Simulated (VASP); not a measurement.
# SrTiO3 (Pm-3m) in VASP: a series of runs

Runs on SrTiO3. Level: PBEsol. Tasks: single point, relaxation of cell and atoms.

Program: VASP 6.6.1. These are calculated values, not measurements. Logs are shortened: lines on timing, memory, paths and dates and some standing lists are left out, and cuts for length are marked.

## Step 1: The cell of the first run

It takes space group Pm-3m (No. 221, cubic). Conventional cell: a = 3.891 Å, b = 3.891 Å, c = 3.891 Å, α = 90.00°, β = 90.00°, γ = 90.00°. Within 3.6 Å of Sr (site symmetry m-3m) lie 12 O at 2.75 Å and 8 Ti at 3.37 Å. Ti (site symmetry m-3m) has 6 O at 1.95 Å within 2.6 Å. O (site symmetry 4/mmm) has 2 Ti at 1.95 Å within 2.6 Å.

## Step 2: Single point, PBEsol

The input, INCAR:

```
PREC = Accurate
ENCUT = 520
EDIFF = 1E-6
ISMEAR = 0
SIGMA = 0.02
LREAL = False
LASPH = True
NELM = 80
ALGO = Normal
ISIF = 2
LWAVE = False
LCHARG = True
GGA = PS
LELF = True
LVHAR = True
NBANDS = 28
```

The input, KPOINTS:

```
Automatic mesh
0
Gamma
  8 8 8
```

The input, POSCAR:

```
SrTiO3
1.0
    3.8911338184      0.0000000000      0.0000000000
    0.0000000000      3.8911338184      0.0000000000
    0.0000000000      0.0000000000      3.8911338184
Sr Ti O
1 1 3
Direct
    0.5000000000      0.5000000000      0.5000000000
    0.0000000000      0.0000000000      0.0000000000
    0.5000000000      0.0000000000      0.0000000000
    0.0000000000      0.5000000000      0.0000000000
    0.0000000000      0.0000000000      0.5000000000
```

Potentials or basis: VASP PAW PBE potentials, release 64 (Sr_sv, Ti_sv, O).

Command:

```sh
cat potpaw_PBE.64/Sr_sv/POTCAR potpaw_PBE.64/Ti_sv/POTCAR potpaw_PBE.64/O/POTCAR > POTCAR
mpirun -np 1 vasp_std > vasp.out
```

OUTCAR:

```text
PREC = Accurate
   ENCUT = 520
   EDIFF = 1E-6
   ISMEAR = 0
   LREAL = False
   LASPH = True
   NELM = 80
   ISIF = 2
   GGA = PS

 ion  position               nearest neighbor table
   1  0.500  0.500  0.500-   3 2.75   4 2.75   5 2.75   3 2.75   4 2.75   3 2.75   5 2.75   3 2.75
                             4 2.75   5 2.75   4 2.75   5 2.75   2 3.37   2 3.37   2 3.37   2 3.37
   2  0.000  0.000  0.000-   3 1.95   4 1.95   5 1.95   5 1.95   4 1.95   3 1.95   1 3.37   1 3.37
                             1 3.37   1 3.37   1 3.37   1 3.37   1 3.37   1 3.37
   3  0.500  0.000  0.000-   2 1.95   2 1.95   1 2.75   1 2.75   1 2.75   1 2.75
   4  0.000  0.500  0.000-   2 1.95   2 1.95   1 2.75   1 2.75   1 2.75   1 2.75
   5  0.000  0.000  0.500-   2 1.95   2 1.95   1 2.75   1 2.75   1 2.75   1 2.75

  LATTYP: Found a simple cubic cell.
 ALAT       =     3.8911338184

  Lattice vectors:

 A1 = (   3.8911338184,   0.0000000000,   0.0000000000)
 A2 = (   0.0000000000,   3.8911338184,   0.0000000000)
 A3 = (   0.0000000000,   0.0000000000,   3.8911338184)

Analysis of symmetry for initial positions (statically):
=====================================================================
 Subroutine PRICEL returns:
 Original cell was already a primitive cell.

 Routine SETGRP: Setting up the symmetry group for a
 simple cubic supercell.

 Subroutine GETGRP returns: Found 48 space group operations
 (whereof 48 operations were pure point group operations)
 out of a pool of 48 trial point group operations.

The static configuration has the point symmetry O_h .

Analysis of symmetry for dynamics (positions and initial velocities):
=====================================================================
 Subroutine PRICEL returns:
 Original cell was already a primitive cell.

 Routine SETGRP: Setting up the symmetry group for a
 simple cubic supercell.

 Subroutine GETGRP returns: Found 48 space group operations
 (whereof 48 operations were pure point group operations)
 out of a pool of 48 trial point group operations.

The dynamic configuration has the point symmetry O_h .

 Subroutine INISYM returns: Found 48 space group operations
 (whereof 48 operations are pure point group operations),
 and found     1 'primitive' translations

----------------------------------------------------------------------------------------

                                     Primitive cell

  volume of cell :      58.9154

  direct lattice vectors                    reciprocal lattice vectors
     3.891133818  0.000000000  0.000000000     0.256994503  0.000000000  0.000000000
     0.000000000  3.891133818  0.000000000     0.000000000  0.256994503  0.000000000
     0.000000000  0.000000000  3.891133818     0.000000000  0.000000000  0.256994503

  length of vectors
     3.891133818  3.891133818  3.891133818     0.256994503  0.256994503  0.256994503

  position of ions in fractional coordinates (direct lattice)
     0.500000000  0.500000000  0.500000000
     0.000000000  0.000000000  0.000000000
     0.500000000  0.000000000  0.000000000
     0.000000000  0.500000000  0.000000000
     0.000000000  0.000000000  0.500000000

  ion indices of the primitive-cell ions
   primitive index   ion index
                 1           1
                 2           2
                 3           3
                 4           4
                 5           5

----------------------------------------------------------------------------------------

 KPOINTS: Automatic mesh

Automatic generation of k-mesh.
 Grid dimensions read from file:
 generate k-points for:    8    8    8

 Generating k-lattice:

  Cartesian coordinates                     Fractional coordinates (reciprocal lattice)
     0.032124313  0.000000000  0.000000000     0.125000000  0.000000000  0.000000000
     0.000000000  0.032124313  0.000000000     0.000000000  0.125000000  0.000000000
     0.000000000  0.000000000  0.032124313     0.000000000  0.000000000  0.125000000

  Length of vectors
     0.032124313  0.032124313  0.032124313

  Shift w.r.t. Gamma in fractional coordinates (k-lattice)
     0.000000000  0.000000000  0.000000000

 Subroutine IBZKPT returns following result:
 ===========================================

 Found     35 irreducible k-points:

 Following reciprocal coordinates:
            Coordinates               Weight
  0.000000  0.000000  0.000000      1.000000
  0.125000  0.000000  0.000000      6.000000
  0.250000  0.000000  0.000000      6.000000
  0.375000  0.000000  0.000000      6.000000
  0.500000  0.000000  0.000000      3.000000
  0.125000  0.125000  0.000000     12.000000
[... 16 lines left out ...]
  0.375000  0.375000  0.125000     24.000000
  0.500000  0.375000  0.125000     24.000000
 [... further k-points ...]
   k-points           NKPTS =     35   k-points in BZ     NKDIM =     35   number of bands    NBANDS=     28
   number of dos      NEDOS =    301   number of ions     NIONS =      5
   total plane-waves  NPLWV =  27000
   dimension x,y,z NGX =    30 NGY =   30 NGZ =   30
   dimension x,y,z NGXF=    60 NGYF=   60 NGZF=   60
   ions per type =               1   1   3
   NGX,Y,Z   is equivalent  to a cutoff of  12.82, 12.82, 12.82 a.u.
   NGXF,Y,Z  is equivalent  to a cutoff of  25.63, 25.63, 25.63 a.u.
 SYSTEM =  unknown system
   PREC   = accura    normal or accurate (medium, high low for compatibility)
   ISTART =      0    job   : 0-new  1-cont  2-samecut
   ICHARG =      2    charge: 1-file 2-atom 10-const
   ISPIN  =      1    spin polarized calculation?
   LNONCOLLINEAR =      F non collinear calculations
   LSORBIT =      F    spin-orbit coupling
   LASPH  =      T    aspherical Exc in radial PAW
   ENCUT  =  520.0 eV  38.22 Ry    6.18 a.u.   7.23  7.23  7.23*2*pi/ulx,y,z
   NELM   =     80;   NELMIN=  2; NELMDL= -5     # of ELM steps
   EDIFF  = 0.1E-05   stopping-criterion for ELM
   LREAL  =      F    real-space projection
   EDIFFG = 0.1E-04   stopping-criterion for IOM
   NSW    =      0    number of steps for IOM
   IBRION =     -1    ionic relax: 0-MD 1-quasi-New 2-CG
   NFREE  =      0    steps in history (QN), initial steepest desc. (CG)
   ISIF   =      2    stress and relaxation
   ISYM   =      2    0-nonsym 1-usesym 2-fastsym
   POTIM  = 0.5000    time-step for ionic-motion
   TEBEG  =    0.0;   TEEND  =   0.0 temperature during run
   PSTRESS=    0.0 pullay stress
   NELECT =      40.0000    total number of electrons
   NUPDOWN=      -1.0000    fix difference up-down
   EMIN   =  10.00;   EMAX   =-10.00  energy-range for DOS
   EFERMI =   0.00;   METHOD = LEGACY
   ISMEAR =     0;   SIGMA  =   0.02  broadening in eV -4-tet -1-fermi 0-gaus
   EFERMI_NEDOS =   21; number of points for ismear=-14 and -15
   IALGO  =     38    algorithm
   IMIX   =      4    mixing-type and parameters
     AMIX     =   0.40;   BMIX     =  1.00
     AMIX_MAG =   1.60;   BMIX_MAG =  1.00
  volume/ion in A,a.u.               =      11.78        79.52
  Fermi-wavevector in a.u.,A,eV,Ry     =   1.438860  2.719052 28.168404  2.070319
  Thomas-Fermi vector in A             =   2.557780
   LORBIT       =      0    0 simple, 1 ext, 2 COOP (PROOUT), +10 PAW based schemes
   GGA     = PS    functional components
   LHFCALC =     F    Hartree Fock is set to
   AEXX    =    0.0000 exact exchange contribution
   IVDW    =     0    specifies the selected vdW correction
   LEPSILON=     F    determine dielectric tensor
   LRPA    =     F    only Hartree local field effects (RPA)
 non-spin polarized calculation
 Gauss-broadening in eV      SIGMA  =   0.02
  energy-cutoff  :      520.00
  volume of cell :       58.92
 maximum number of plane-waves:      1622
 NGX is ok and might be reduce to    30
   NGX = 15   NGY = 15   NGZ = 15

 number of electron      40.0000013 magnetization

 Free energy of the ion-electron system (eV)
  ---------------------------------------------------
  ext. energy  EPLUGINS =         0.00000000
  ---------------------------------------------------
  free energy    TOTEN  =       -42.01576213 eV

  energy without entropy =      -42.01576213  energy(sigma->0) =      -42.01576213

 E-fermi :   4.2919     XC(G=0): -11.5967

 val. band max:        4.1136439874   @ k =   0.5000   0.5000   0.5000
 cond. band min:       5.9334932876   @ k =   0.0000   0.0000   0.0000
 fundamental gap:      1.8198493002
 Fermi energy:         4.2918797895

 k-point     1 :       0.0000    0.0000    0.0000
  band No.  band energies     occupation
      1     -52.0428      2.00000
      2     -28.4998      2.00000
      3     -28.4121      2.00000
      4     -28.4121      2.00000
      5     -28.4121      2.00000
      6     -13.2853      2.00000
[... 20 lines left out ...]
     27       9.4020      0.00000
     28      10.2269      0.00000

 k-point     2 :       0.1250    0.0000    0.0000
  band No.  band energies     occupation
      1     -52.0425      2.00000
      2     -28.5192      2.00000
      3     -28.4116      2.00000
      4     -28.4116      2.00000
      5     -28.4002      2.00000
      6     -13.2920      2.00000
[... 20 lines left out ...]
     27       9.6888      0.00000
     28      10.6071      0.00000

 k-point     3 :       0.2500    0.0000    0.0000
  band No.  band energies     occupation
      1     -52.0419      2.00000
      2     -28.5574      2.00000
      3     -28.4105      2.00000
      4     -28.4105      2.00000
      5     -28.3798      2.00000
      6     -13.3604      2.00000
[... 20 lines left out ...]
     27      10.3788      0.00000
     28      11.6375      0.00000

 k-point     4 :       0.3750    0.0000    0.0000
  band No.  band energies     occupation
      1     -52.0413      2.00000
      2     -28.5907      2.00000
      3     -28.4093      2.00000
      4     -28.4093      2.00000
      5     -28.3641      2.00000
      6     -13.4710      2.00000
[... 20 lines left out ...]
     27      11.1460      0.00000
     28      12.1730      0.00000

 k-point     5 :       0.5000    0.0000    0.0000
  band No.  band energies     occupation
      1     -52.0411      2.00000
      2     -28.6037      2.00000
      3     -28.4089      2.00000
      4     -28.4089      2.00000
      5     -28.3584      2.00000
      6     -13.5223      2.00000
[... 20 lines left out ...]
     27      11.4958      0.00000
     28      12.1140      0.00000

 k-point     6 :       0.1250    0.1250    0.0000
  band No.  band energies     occupation
      1     -52.0423      2.00000
      2     -28.5284      2.00000
      3     -28.4231      2.00000
      4     -28.4112      2.00000
      5     -28.3868      2.00000
      6     -13.2801      2.00000
[... 463 lines left out ...]
      5     -28.3842      2.00000
      6     -13.0942      2.00000
[... 20 lines left out ...]
     27      12.0135      0.00000
     28      12.3808      0.00000

 k-point    22 :       0.5000    0.2500    0.1250
  band No.  band energies     occupation
      1     -52.0400      2.00000
      2     -28.5550      2.00000
      3     -28.4475      2.00000
      4     -28.4188      2.00000
      5     -28.3925      2.00000
      6     -13.0970      2.00000
[... 20 lines left out ...]
     27      12.2348      0.00000
     28      12.5439      0.00000

 k-point    23 :       0.3750    0.3750    0.1250
  band No.  band energies     occupation
      1     -52.0397      2.00000
      2     -28.5235      2.00000
      3     -28.4752      2.00000
      4     -28.4201      2.00000
      5     -28.4059      2.00000
      6     -12.8641      2.00000
[... 20 lines left out ...]
     27      12.3128      0.00000
     28      12.7671      0.00000

 k-point    24 :       0.5000    0.3750    0.1250
  band No.  band energies     occupation
      1     -52.0394      2.00000
      2     -28.5162      2.00000
      3     -28.4748      2.00000
      4     -28.4233      2.00000
      5     -28.4176      2.00000
      6     -12.7723      2.00000
[... 20 lines left out ...]
     27      12.3677      0.00000
     28      12.8758      0.00000

 [... further k-points ...]
[... 5 lines left out ...]
  --------------------------------------------------------------------------------------
  -------------------------------------------------------------------------------------
  Total        0.2463099      0.2463099      0.2463099      0.0000000     -0.0000000      0.0000000
  in kB        6.6982896      6.6982896      6.6982896      0.0000000     -0.0000000      0.0000000
  external PRESSURE =       6.6982896 kB  Pullay stress =       0.0000000 kB

 VOLUME and BASIS-vectors are now :
 -----------------------------------------------------------------------------
  energy-cutoff  :      520.00
  volume of cell :       58.92
      direct lattice vectors                 reciprocal lattice vectors
     3.891133818  0.000000000  0.000000000     0.256994503  0.000000000  0.000000000
     0.000000000  3.891133818  0.000000000     0.000000000  0.256994503  0.000000000
     0.000000000  0.000000000  3.891133818     0.000000000  0.000000000  0.256994503

 POSITION                                       TOTAL-FORCE (eV/Angst)
 -----------------------------------------------------------------------------------
      1.94557      1.94557      1.94557         0.000000      0.000000      0.000000
      0.00000      0.00000      0.00000         0.000000      0.000000      0.000000
      1.94557      0.00000      0.00000         0.000000      0.000000      0.000000
      0.00000      1.94557      0.00000         0.000000      0.000000      0.000000
      0.00000      0.00000      1.94557         0.000000      0.000000      0.000000
 -----------------------------------------------------------------------------------
    total drift:                                0.000000     -0.000000      0.000000

  FREE ENERGIE OF THE ION-ELECTRON SYSTEM (eV)
  ---------------------------------------------------
  free  energy   TOTEN  =       -42.0157621305 eV

  energy  without entropy=      -42.0157621305  energy(sigma->0) =      -42.01576213
```

Run time: 32 s. Hardware: 1 thread of Intel Xeon 6975P-C (Granite Rapids), shared host; peak memory 0.2 GiB.

Results:

```
Free energy            : -42.0158 eV
Pressure               : 0.7 GPa
Band gap on the k mesh : 1.82 eV, indirect (least direct gap 2.17 eV)
```

Caveat: the PAW data sets were made with another functional, which shifts forces and pressure a little. A k mesh can miss the band edges.

## Step 3: Relaxation of cell and atoms, PBEsol

This run uses another cell than the first one, of 12.20 Å³/atom, 1.035 times its volume.

The input, INCAR:

```
SYSTEM = SrTiO3
PREC = Accurate ; ENCUT = 600
EDIFF = 1E-6 ; ISMEAR = 0
SIGMA = 0.02 ; LREAL = .FALSE.
LASPH = .TRUE. ; NELM = 100
ALGO = Normal ; ISIF = 3
LWAVE = .FALSE. ; LCHARG = .FALSE.
GGA = PS ; IBRION = 2
NSW = 70 ; EDIFFG = -0.005
```

The input, KPOINTS:

```
regular mesh
0
G
  8 8 8
  0 0 0
```

Changes to POSCAR since step 2:

```diff
@@ -2,5 +2,5 @@
 1.0
-    3.8911338184      0.0000000000      0.0000000000
-    0.0000000000      3.8911338184      0.0000000000
-    0.0000000000      0.0000000000      3.8911338184
+    3.9364041186      0.0000000000      0.0000000000
+    0.0000000000      3.9364041186      0.0000000000
+    0.0000000000      0.0000000000      3.9364041186
 Sr Ti O
```

Potentials or basis: VASP PAW PBE potentials, release 64 (Sr_sv, Ti_sv, O).

Command:

```sh
cat potpaw_PBE.64/Sr_sv/POTCAR potpaw_PBE.64/Ti_sv/POTCAR potpaw_PBE.64/O/POTCAR > POTCAR
mpirun -np 1 vasp_std > vasp.out
```

Run time: 61 s. Hardware: 1 thread of Intel Xeon 6975P-C (Granite Rapids), shared host; peak memory 0.23 GiB.

The run converged. Its results:

- Free energy: -42.0265 eV
- Relaxed volume: 11.82 Å³/atom
- Relaxed cell: a = 3.895 Å, b = 3.895 Å, c = 3.895 Å, α = 90.00°, β = 90.00°, γ = 90.00°
- Space group after relaxing (to 0.05 Å): Pm-3m (No. 221)
- Energy gained by relaxing: 6.8 meV/atom
- Ionic steps: 3
- Pressure after relaxing: 0.0 GPa
- Band gap on the k mesh: 1.82 eV, indirect (least direct gap 2.17 eV)

The path:
| step | energy change (eV) | largest force (eV/Å) | pressure (GPa) | volume (Å³) |
| --- | --- | --- | --- | --- |
| 1 | 0.0000 | 0.0000 | -5.55 | 61.00 |
| 2 | -0.0035 | 0.0000 | 5.86 | 57.34 |
| 3 | -0.0342 | 0.0000 | -0.03 | 59.08 |

Final structure:
```yaml
crystal:
  lattice:
    - [3.89475, 0.00000, 0.00000]
    - [0.00000, 3.89475, 0.00000]
    - [0.00000, 0.00000, 3.89475]
  atoms:
    - { symbol: Sr, position: [0.50000, 0.50000, 0.50000] }
    - { symbol: Ti, position: [0.00000, 0.00000, 0.00000] }
    - { symbol: O, position: [0.50000, 0.00000, 0.00000] }
    - { symbol: O, position: [0.00000, 0.50000, 0.00000] }
    - { symbol: O, position: [0.00000, 0.00000, 0.50000] }
```

Levels at points of the mesh, in eV from the valence-band top:
```
           k point  band 18  band 19  band 20  band 21  band 22  band 23
(0.00, 0.00, 0.00)    -0.35    -0.35    -0.35     1.82     1.82     1.82
(0.50, 0.00, 0.00)    -2.06    -0.74    -0.74     2.00     3.82     3.82
(0.50, 0.50, 0.00)    -1.60    -1.60    -0.10     3.83     3.83     4.28
(0.50, 0.50, 0.50)     0.00     0.00     0.00     4.52     4.52     4.52
```

Caveat: the PAW data sets were made with another functional, which shifts forces and pressure a little. A k mesh can miss the band edges.
